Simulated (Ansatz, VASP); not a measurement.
**Ti in VASP and in Ansatz**

```
Ti
1.0
     2.95000   -0.02950   -0.02950
    -1.50055    2.56952   -0.01080
    -0.04686   -0.04686    4.68600
Ti
2
Cartesian
  -0.0287 1.6915 1.1545
  1.4313 0.8017 3.4912
```

Change from the starting cell: equal xy, yz and zx shear strains of -2 %, PAW files.

Alike in both runs: task electric field gradients; functional PBE; k mesh 13 × 13 × 7; occupations fermi-dirac, width 0.08 eV; no spin polarisation.

```csv
,VASP,Ansatz
version,VASP 6.6.1,Ansatz 0.2.0
potentials or method,"VASP PAW PBE potentials, release 64 (Ti_sv)","PAW with Ansatz's default frozen-core files, scalar-relativistic"
plane-wave cutoff (eV),520,420
valence electrons in the cell,24,24
```

|  | VASP | Ansatz | Ansatz less VASP |
| --- | --- | --- | --- |
| pressure (GPa) | -1.8 | -1.5 | +0.25 |
| traceless stress, the component that is largest in VASP (GPa) | 1.27 | 1.28 | +0.008 |
| rms of the force components (eV/Å) | 0.032 | 0.032 | +0.0003 |
| size of Vzz on the site where it differs most (V/Å²) | 16.6 | 18.4 | +1.76 |

Atom by atom the forces differ by 0.000 eV/Å (rms over components).
